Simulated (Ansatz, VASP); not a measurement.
## InAs: VASP beside Ansatz

```
CELL_PARAMETERS angstrom
0.00000 3.14623 3.14623
3.14623 0.00000 3.14623
3.14623 3.14623 0.00000
ATOMIC_POSITIONS crystal
In 0.00000 0.00000 0.00000
As 0.25000 0.25000 0.25000
```

Change from the starting cell: hydrostatic strain +3.0%.

Alike in both runs: task single point; functional r2SCAN; k mesh 8 × 8 × 8; occupations fermi-dirac, width 0.02 eV; no spin polarisation.

|  | VASP | Ansatz |
| --- | --- | --- |
| version | VASP 6.6.1 | Ansatz 0.2.0 |
| potentials or method | VASP PAW PBE potentials, release 64 (In_d, As) | plane waves, PAW |
| plane-wave cutoff (eV) | 520 | 500 |
| valence electrons in the cell | 18 | 28 |

```tsv
	VASP	Ansatz	Ansatz less VASP
pressure (GPa)	-4.1	-4.1	+0.02
```

VASP's potentials were made for PBE, not for r2SCAN. VASP's potentials hold 18 valence electrons a cell and Ansatz's 28, so a difference there can come from the potentials and not from the codes.
